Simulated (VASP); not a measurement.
# Mg5ZrN2 (I4/mmm) in VASP: single point with PBE

Aim: the single point of Mg5ZrN2 with PBE.

Everything below comes from runs of VASP 6.6.1. Logs are shortened: lines on timing, memory, paths and dates and some standing lists are left out, and cuts for length are marked.

## Step 1: The cell of the first run

Symmetry: I4/mmm, No. 139, tetragonal system. The conventional cell has a = 5.756 Å, b = 5.756 Å, c = 10.036 Å, α = 90.00°, β = 90.00°, γ = 90.00°. Mg (site symmetry 2/m) has 2 N at 2.03 Å within 2.7 Å. Within 4.2 Å of Mg (site symmetry 4/mmm) lie 8 Mg at 3.23 Å and 8 N at 3.82 Å and 4 Zr at 4.07 Å. Zr (site symmetry 4/mmm) has 12 Mg at 3.23 to 4.07 Å and 8 N at 3.82 Å within 4.2 Å. N (site symmetry -4m2) has 4 Mg at 2.03 Å within 2.7 Å.

## Step 2: Single point, PBE

INCAR

```
PREC     = Accurate       # precision mode
ENCUT    = 600            # plane-wave cutoff, eV
EDIFF    = 1E-6           # SCF threshold, eV
ISMEAR   = 0              # smearing method
SIGMA    = 0.2            # smearing width, eV
LREAL    = F              # projectors in reciprocal space
LASPH    = T              # aspherical terms in the spheres
NELM     = 120            # most SCF steps
ALGO     = Normal         # electronic algorithm
ISIF     = 2              # what is computed and relaxed
LWAVE    = F              # write WAVECAR
LCHARG   = F              # write CHGCAR
GGA      = PE             # functional
NBANDS   = 26             # bands
GGA_COMPAT= F
```

KPOINTS

```
Automatic mesh
0
Gamma
  4 4 4
```

POSCAR

```
Mg5ZrN2
1.0
   -2.8778169521      2.8778169521      5.0178661739
    2.8778169521     -2.8778169521      5.0178661739
    2.8778169521      2.8778169521     -5.0178661739
Mg Zr N
5 1 2
Direct
    0.5000000000      0.5000000000      0.5000000000
    0.0000000000      0.0000000000      0.5000000000
    0.5000000000      0.0000000000      0.0000000000
    0.0000000000      0.5000000000      0.0000000000
    0.0000000000      0.0000000000      0.0000000000
    0.5000000000      0.5000000000      0.0000000000
    0.7500000000      0.2500000000      0.5000000000
    0.2500000000      0.7500000000      0.5000000000
```

Potentials or basis: VASP PAW PBE potentials, release 64 (Mg, Zr_sv, N).

Command:

```bash
cat potpaw_PBE.64/Mg/POTCAR potpaw_PBE.64/Zr_sv/POTCAR potpaw_PBE.64/N/POTCAR > POTCAR
mpirun -np 1 vasp_std > vasp.out
```

OUTCAR:

```text
PREC = Accurate
   ENCUT = 600
   EDIFF = 1E-6
   ISMEAR = 0
   LREAL = F
   LASPH = T
   NELM = 120
   ISIF = 2
   GGA = PE

 ion  position               nearest neighbor table
   1  0.500  0.500  0.500-   7 2.03   8 2.03   3 2.88   4 2.88   3 2.88   4 2.88   6 3.23   5 3.23
                             6 3.23   5 3.23
   2  0.000  0.000  0.500-   7 2.03   8 2.03   3 2.88   4 2.88   4 2.88   3 2.88   5 3.23   5 3.23
                             6 3.23   6 3.23
   3  0.500  0.000  0.000-   7 2.03   8 2.03   1 2.88   2 2.88   1 2.88   2 2.88   6 3.23   5 3.23
                             5 3.23   6 3.23
   4  0.000  0.500  0.000-   8 2.03   7 2.03   1 2.88   2 2.88   2 2.88   1 2.88   5 3.23   5 3.23
                             6 3.23   6 3.23
   5  0.000  0.000  0.000-   1 3.23   2 3.23   3 3.23   4 3.23   2 3.23   4 3.23   3 3.23   1 3.23

   6  0.500  0.500  0.000-   1 3.23   2 3.23   3 3.23   4 3.23   1 3.23   3 3.23   4 3.23   2 3.23

   7  0.750  0.250  0.500-   1 2.03   2 2.03   4 2.03   3 2.03
   8  0.250  0.750  0.500-   1 2.03   2 2.03   3 2.03   4 2.03

  LATTYP: Found a body centered tetragonal cell.
 ALAT       =     5.7556339042
 C/A-ratio  =     1.7436363248

  Lattice vectors:

 A1 = (  -2.8778169521,   2.8778169521,   5.0178661739)
 A2 = (   2.8778169521,  -2.8778169521,   5.0178661739)
 A3 = (   2.8778169521,   2.8778169521,  -5.0178661739)

Analysis of symmetry for initial positions (statically):
=====================================================================
 Subroutine PRICEL returns:
 Original cell was already a primitive cell.

 Routine SETGRP: Setting up the symmetry group for a
 body centered tetragonal supercell.

 Subroutine GETGRP returns: Found 16 space group operations
 (whereof 16 operations were pure point group operations)
 out of a pool of 16 trial point group operations.

The static configuration has the point symmetry D_4h.

Analysis of symmetry for dynamics (positions and initial velocities):
=====================================================================
 Subroutine PRICEL returns:
 Original cell was already a primitive cell.

 Routine SETGRP: Setting up the symmetry group for a
 body centered tetragonal supercell.

 Subroutine GETGRP returns: Found 16 space group operations
 (whereof 16 operations were pure point group operations)
 out of a pool of 16 trial point group operations.

The dynamic configuration has the point symmetry D_4h.

 Subroutine INISYM returns: Found 16 space group operations
 (whereof 16 operations are pure point group operations),
 and found     1 'primitive' translations

----------------------------------------------------------------------------------------

                                     Primitive cell

  volume of cell :     166.2285

  direct lattice vectors                    reciprocal lattice vectors
    -2.877816952  2.877816952  5.017866174     0.000000000  0.173742809  0.099643949
     2.877816952 -2.877816952  5.017866174     0.173742809  0.000000000  0.099643949
     2.877816952  2.877816952 -5.017866174     0.173742809  0.173742809  0.000000000

  length of vectors
     6.460854569  6.460854569  6.460854569     0.200288492  0.200288492  0.245709436

  position of ions in fractional coordinates (direct lattice)
     0.500000000  0.500000000  0.500000000
     0.000000000  0.000000000  0.500000000
     0.500000000  0.000000000  0.000000000
     0.000000000  0.500000000  0.000000000
     0.000000000  0.000000000  0.000000000
     0.500000000  0.500000000  0.000000000
     0.750000000  0.250000000  0.500000000
     0.250000000  0.750000000  0.500000000

  ion indices of the primitive-cell ions
   primitive index   ion index
                 1           1
                 2           2
                 3           3
                 4           4
                 5           5
                 6           6
                 7           7
                 8           8

----------------------------------------------------------------------------------------

 KPOINTS: Automatic mesh

Automatic generation of k-mesh.
 Grid dimensions read from file:
 generate k-points for:    4    4    4

 Generating k-lattice:

  Cartesian coordinates                     Fractional coordinates (reciprocal lattice)
     0.000000000  0.043435702  0.024910987     0.250000000  0.000000000  0.000000000
     0.043435702  0.000000000  0.024910987     0.000000000  0.250000000  0.000000000
     0.043435702  0.043435702  0.000000000     0.000000000  0.000000000  0.250000000

  Length of vectors
     0.050072123  0.050072123  0.061427359

  Shift w.r.t. Gamma in fractional coordinates (k-lattice)
     0.000000000  0.000000000  0.000000000

 Subroutine IBZKPT returns following result:
 ===========================================

 Found     13 irreducible k-points:

 Following reciprocal coordinates:
            Coordinates               Weight
  0.000000  0.000000  0.000000      1.000000
  0.250000  0.000000 -0.000000      8.000000
  0.500000  0.000000 -0.000000      4.000000
  0.250000  0.250000 -0.000000      8.000000
  0.500000  0.250000 -0.000000     16.000000
 -0.250000  0.250000  0.000000      4.000000
  0.500000  0.500000 -0.000000      2.000000
  0.250000  0.250000  0.250000      2.000000
 -0.250000  0.250000  0.250000      4.000000
  0.500000  0.500000  0.250000      4.000000
 -0.250000  0.500000  0.250000      8.000000
 -0.250000 -0.250000  0.250000      2.000000
  0.500000  0.500000  0.500000      1.000000
   k-points           NKPTS =     13   k-points in BZ     NKDIM =     13   number of bands    NBANDS=     26
   number of dos      NEDOS =    301   number of ions     NIONS =      8
   total plane-waves  NPLWV = 157464
   dimension x,y,z NGX =    54 NGY =   54 NGZ =   54
   dimension x,y,z NGXF=   108 NGYF=  108 NGZF=  108
   ions per type =               5   1   2
   NGX,Y,Z   is equivalent  to a cutoff of  13.89, 13.89, 13.89 a.u.
   NGXF,Y,Z  is equivalent  to a cutoff of  27.79, 27.79, 27.79 a.u.
 SYSTEM =  unknown system
   PREC   = accura    normal or accurate (medium, high low for compatibility)
   ISTART =      0    job   : 0-new  1-cont  2-samecut
   ICHARG =      2    charge: 1-file 2-atom 10-const
   ISPIN  =      1    spin polarized calculation?
   LNONCOLLINEAR =      F non collinear calculations
   LSORBIT =      F    spin-orbit coupling
   LASPH  =      T    aspherical Exc in radial PAW
   ENCUT  =  600.0 eV  44.10 Ry    6.64 a.u.  12.90 12.90 12.90*2*pi/ulx,y,z
   NELM   =    120;   NELMIN=  2; NELMDL= -5     # of ELM steps
   EDIFF  = 0.1E-05   stopping-criterion for ELM
   LREAL  =      F    real-space projection
[... 7 lines left out ...]
   TEBEG  =    0.0;   TEEND  =   0.0 temperature during run
   PSTRESS=    0.0 pullay stress
   NELECT =      32.0000    total number of electrons
   NUPDOWN=      -1.0000    fix difference up-down
   EMIN   =  10.00;   EMAX   =-10.00  energy-range for DOS
   EFERMI =   0.00;   METHOD = LEGACY
   ISMEAR =     0;   SIGMA  =   0.20  broadening in eV -4-tet -1-fermi 0-gaus
   EFERMI_NEDOS =   21; number of points for ismear=-14 and -15
   IALGO  =     38    algorithm
   IMIX   =      4    mixing-type and parameters
     AMIX     =   0.40;   BMIX     =  1.00
     AMIX_MAG =   1.60;   BMIX_MAG =  1.00
  volume/ion in A,a.u.               =      20.78       140.22
  Fermi-wavevector in a.u.,A,eV,Ry     =   0.945271  1.786303 12.157314  0.893537
  Thomas-Fermi vector in A             =   2.073156
   LORBIT       =      0    0 simple, 1 ext, 2 COOP (PROOUT), +10 PAW based schemes
   GGA     = PE    functional components
   LHFCALC =     F    Hartree Fock is set to
   AEXX    =    0.0000 exact exchange contribution
   IVDW    =     0    specifies the selected vdW correction
   LEPSILON=     F    determine dielectric tensor
   LRPA    =     F    only Hartree local field effects (RPA)
 non-spin polarized calculation
 Gauss-broadening in eV      SIGMA  =   0.20
  energy-cutoff  :      600.00
  volume of cell :      166.23
 maximum number of plane-waves:      5588
 NGX is ok and might be reduce to    54
   NGX = 25   NGY = 25   NGZ = 25

 number of electron      32.0000001 magnetization

 Free energy of the ion-electron system (eV)
  ---------------------------------------------------
  ext. energy  EPLUGINS =         0.00000000
  ---------------------------------------------------
  free energy    TOTEN  =       -29.50377573 eV

  energy without entropy =      -29.35931085  energy(sigma->0) =      -29.43154329

 E-fermi :   2.9552     XC(G=0):  -8.7225

 val. band max:        2.9497156244   @ k =  -0.2500   0.5000   0.2500
 cond. band min:       3.0148960048   @ k =  -0.2500  -0.2500   0.2500
 fundamental gap:      0.0651803803
 Fermi energy:         2.9552178865

 k-point     1 :       0.0000    0.0000    0.0000
  band No.  band energies     occupation
      1     -46.9157      2.00000
      2     -24.9644      2.00000
      3     -24.9644      2.00000
      4     -24.8125      2.00000
      5     -10.7210      2.00000
      6     -10.2985      2.00000
[... 18 lines left out ...]
     25       7.9556      0.00000
     26       7.9559      0.00000

 k-point     2 :       0.2500    0.0000   -0.0000
  band No.  band energies     occupation
      1     -46.9156      2.00000
      2     -24.9646      2.00000
      3     -24.9644      2.00000
      4     -24.8127      2.00000
      5     -10.6556      2.00000
      6     -10.3582      2.00000
[... 18 lines left out ...]
     25       7.0756      0.00000
[... 289 lines left out ...]
     25       7.9137      0.00000
     26       8.1169      0.00000

 k-point    13 :       0.5000    0.5000    0.5000
  band No.  band energies     occupation
      1     -46.9156      2.00000
      2     -24.9646      2.00000
      3     -24.9646      2.00000
      4     -24.8132      2.00000
      5     -10.6915      2.00000
      6     -10.3102      2.00000
[... 18 lines left out ...]
     25       7.9437      0.00000
     26       8.0366      0.00000

------------------------ aborting loop because EDIFF is reached ----------------------------------------

  FORCE on cell =-STRESS in cart. coord.  units (eV):
  Direction    XX          YY          ZZ          XY          YZ          ZX
  --------------------------------------------------------------------------------------
  -------------------------------------------------------------------------------------
  Total        0.1242803      0.1242803      0.3941726      0.0000000      0.0000000      0.0000000
  in kB        1.1978639      1.1978639      3.7991950      0.0000000      0.0000000      0.0000000
  external PRESSURE =       2.0649743 kB  Pullay stress =       0.0000000 kB

 VOLUME and BASIS-vectors are now :
 -----------------------------------------------------------------------------
  energy-cutoff  :      600.00
  volume of cell :      166.23
      direct lattice vectors                 reciprocal lattice vectors
    -2.877816952  2.877816952  5.017866174     0.000000000  0.173742809  0.099643949
     2.877816952 -2.877816952  5.017866174     0.173742809  0.000000000  0.099643949
     2.877816952  2.877816952 -5.017866174     0.173742809  0.173742809  0.000000000

 POSITION                                       TOTAL-FORCE (eV/Angst)
 -----------------------------------------------------------------------------------
      1.43891      1.43891      2.50893         0.000000      0.000000      0.000000
      1.43891      1.43891     -2.50893         0.000000      0.000000      0.000000
     -1.43891      1.43891      2.50893         0.000000      0.000000      0.000000
      1.43891     -1.43891      2.50893         0.000000      0.000000      0.000000
      0.00000      0.00000      0.00000         0.000000      0.000000      0.000000
      0.00000      0.00000      5.01787         0.000000      0.000000      0.000000
      0.00000      2.87782      2.50893         0.000000     -0.000000     -0.000000
      2.87782      0.00000      2.50893        -0.000000      0.000000      0.000000
 -----------------------------------------------------------------------------------
    total drift:                                0.000000      0.000000      0.000000

  FREE ENERGIE OF THE ION-ELECTRON SYSTEM (eV)
  ---------------------------------------------------
  free  energy   TOTEN  =       -29.5037757330 eV

  energy  without entropy=      -29.3593108523  energy(sigma->0) =      -29.43154329
```

It took 2.2 min on 1 thread of Intel Xeon Platinum 8488C (Sapphire Rapids), shared host; peak memory 0.42 GiB.

Results:

* Free energy: -29.5038 eV
* Pressure: 0.2 GPa
* Band gap on the k mesh: zero (band 16 reaches 3.11 eV, above the bottom of band 17 at 2.68 eV)

Caveat: the k points lie up to 0.39 Å⁻¹ apart.
